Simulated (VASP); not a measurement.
Crystal: NaLa3.

```
Na La
1.0
     5.25630    0.00000    0.00000
     0.00000    5.25630    0.00000
     0.00000    0.00000    5.25630
Na La
1 3
Direct
  0.00000 0.00000 0.00000
  0.50000 0.00000 0.50000
  0.00000 0.50000 0.50000
  0.50000 0.50000 0.00000
```

Base run:

- Program: VASP 6.6.1
- Functional: r2SCAN
- Potentials or basis: VASP PAW PBE potentials, release 64 (Na_pv, La)
- Cutoff: 550 eV
- k mesh: 5 × 5 × 5
- Occupations: methfessel-paxton, width 0.1 eV
- Spin: no spin polarisation

Its results: band gap on the k mesh zero (bands 20 and 21 overlap by 1.42 eV); pressure 0.4 GPa.

The run is repeated on the same cell with these changes: functional from r2SCAN to revPBE; cutoff from 550 eV to 500 eV. What comes out?

Band gap on the k mesh zero (bands 20 and 21 overlap by 1.36 eV); pressure 1.1 GPa.

Caveats: the PAW data sets were made with another functional, which shifts forces and pressure a little; spin-orbit coupling is left out, which moves the levels of the heavy elements.
